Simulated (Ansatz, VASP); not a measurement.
## One calculation of Al3InAs4, two programs

```xyz
8
Lattice="5.5162 0.0000 0.0000 0.0000 5.5162 0.0000 0.0000 0.0000 5.5162" Properties=species:S:1:pos:R:3 pbc="T T T"
Al    2.7581    0.0000    0.0000
Al    0.0000    0.0000    2.7581
Al    0.0000    2.7581    0.0000
In    2.7581    2.7581    2.7581
As    4.1371    1.3790    4.1371
As    4.1371    4.1371    1.3790
As    1.3790    1.3790    1.3790
As    1.3790    4.1371    4.1371
```

Alike in both runs: task relaxation of cell and atoms; functional PBE; k mesh 4 × 4 × 4; occupations gaussian, width 0.1 eV; no spin polarisation.

```csv
,VASP,Ansatz
version,VASP 6.6.1,Ansatz 0.2.0
potentials or method,"VASP PAW PBE potentials, release 64 (Al, In_d, As), cutoff 600 eV","scalar-relativistic, plane waves, PAW"
valence electrons in the cell,42,82
```

|  | VASP | Ansatz | Ansatz less VASP |
| --- | --- | --- | --- |
| gap on the k mesh at the Fermi level, each at its own relaxed structure (eV) | 1.13 | 1.19 | +0.063 |
| relaxed volume (Å³/atom) | 24.95 | 24.71 | -0.234 |
| relaxed cell length with the largest relative difference (Å) | 5.844 | 5.825 | -0.0183 |

VASP's potentials hold 42 valence electrons a cell and Ansatz's 82, so a difference there can come from the potentials and not from the codes.

Noted on VASP's run: the volume moved by over 15 % at a fixed basis, so the end points are rough.
